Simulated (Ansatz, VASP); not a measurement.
# HgTe: VASP beside Ansatz

INCAR

```
SYSTEM = HgTe
ALGO = Normal
EDIFF = 1E-8
ENCUT = 520
GGA = CA
ISIF = 2
ISMEAR = -1
LASPH = .True.
LCHARG = .False.
LEFG = .True.
LREAL = .False.
LWAVE = .False.
NBANDS = 16
NELM = 60
PREC = Accurate
SIGMA = 0.03
```

File KPOINTS:

```
k-points
0
Gamma
  11 11 11
  0 0 0
```

The input POSCAR:

```
HgTe
1.0
    0.0000000000      3.2448483043      3.2448483043
    3.2448483043      0.0000000000      3.2448483043
    3.2448483043      3.2448483043      0.0000000000
Hg Te
1 1
Direct
    0.0000000000      0.0000000000      0.0000000000
    0.7500000000      0.7500000000      0.7500000000
```

Input for Ansatz:

```yaml
crystal:
  lattice:
    - [0.0, 3.2448483043, 3.2448483043]
    - [3.2448483043, 0.0, 3.2448483043]
    - [3.2448483043, 3.2448483043, 0.0]
  atoms:
    - { symbol: Hg, position: [0.0, 0.0, 0.0] }
    - { symbol: Te, position: [0.75, 0.75, 0.75] }
kpoints:
  mp_grid: { grid: [11, 11, 11] }
scf:
  occupations: { method: fermi_dirac, width: 0.03 }
hamiltonian:
  xc: lda
  pseudopotentials: { kind: all_electron, datasets: crystal }
output:
  forces: true
  stress: true
  eigenvalues: true
  efg: { contact_densities: true }
```

Change from the starting cell: volume scaled by 1.02, crystal datasets.

Alike in both runs: task electric field gradients; functional LDA; k mesh 11 × 11 × 11; occupations fermi-dirac, width 0.03 eV; no spin polarisation.

```csv
,VASP,Ansatz
version,VASP 6.6.1,Ansatz 0.2.0
potentials or method,"VASP PAW LDA potentials, release 64 (Hg, Te), cutoff 520 eV","all-electron PAW with datasets made for the crystal, scalar-relativistic"
```

VASP gave:

```
pressure (GPa) : -0.9
```

What did Ansatz give for the same quantities?

Pressure (GPa): -1.1.

LDA's correlation is that of Perdew and Zunger in VASP and of Perdew and Wang (1992) in Ansatz. Ansatz ran all-electron here, and VASP with PAW potentials.

Neither program's run includes spin-orbit coupling.
